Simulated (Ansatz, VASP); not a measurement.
**WS2: VASP beside Ansatz**

```
CELL_PARAMETERS angstrom
2.97010 -0.08598 -0.08598
-1.55951 2.61517 -0.03147
-0.64192 -0.64192 22.17545
ATOMIC_POSITIONS crystal
W 0.33333 0.66667 0.63028
W 0.66667 0.33333 0.36972
S 0.33333 0.66667 0.30289
S 0.66667 0.33333 0.56333
S 0.33333 0.66667 0.43667
S 0.66667 0.33333 0.69711
```

Change from the starting cell: equal engineering shear yz, xz and xy -0.0550, equal normal strain along x, y and z -0.0500.

Alike in both runs: task single point; functional LDA; k mesh 12 × 12 × 2; occupations gaussian, width 0.05 eV; no spin polarisation.

|  | VASP | Ansatz |
| --- | --- | --- |
| version | VASP 6.6.1 | Ansatz 0.2.0 |
| potentials or method | VASP PAW LDA potentials, release 64 (W_sv, S), cutoff 520 eV | scalar-relativistic, plane waves, PAW |
| valence electrons in the cell | 52 | 52 |

VASP gave:

- gap on the k mesh at the Fermi level (eV): 1.18
- least direct gap on the mesh (eV): 2.24
- rms of the force components (eV/Å): 2.222

Problem. Which values does Ansatz return?

Solution. gap on the k mesh at the Fermi level (eV): 1.17; least direct gap on the mesh (eV): 2.23; rms of the force components (eV/Å): 2.203.

Ansatz warns that its potentials were made for another functional, while VASP's fit it. LDA's correlation is that of Perdew and Zunger in VASP and of Perdew and Wang (1992) in Ansatz. Atom by atom the forces differ by 0.023 eV/Å (rms over components).

Spin-orbit coupling is off throughout.
